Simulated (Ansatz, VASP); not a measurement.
## PbF2: VASP beside Ansatz

```
CELL_PARAMETERS angstrom
0.00000 2.96985 2.96985
2.96985 0.00000 2.96985
2.96985 2.96985 0.00000
ATOMIC_POSITIONS crystal
Pb 0.00000 0.00000 0.00000
F 0.25000 0.25000 0.25000
F 0.75000 0.75000 0.75000
```

Alike in both runs: task single point; functional r2SCAN; k mesh 8 × 8 × 8; occupations gaussian, width 0.05 eV; non-collinear spin, spin-orbit coupling.

|  | VASP | Ansatz |
| --- | --- | --- |
| version | VASP 6.6.1 | Ansatz 0.2.0 |
| potentials or method | VASP PAW PBE potentials, release 64 (Pb_d, F), cutoff 520 eV | plane waves, PAW |
| valence electrons in the cell | 28 | 28 |

```csv
,VASP,Ansatz,Ansatz less VASP
pressure (GPa),-0.9,-0.8,+0.07
```

VASP's potentials were made for PBE, not for r2SCAN. The functional is the same, so the differences come from potentials, cutoffs and numerics.
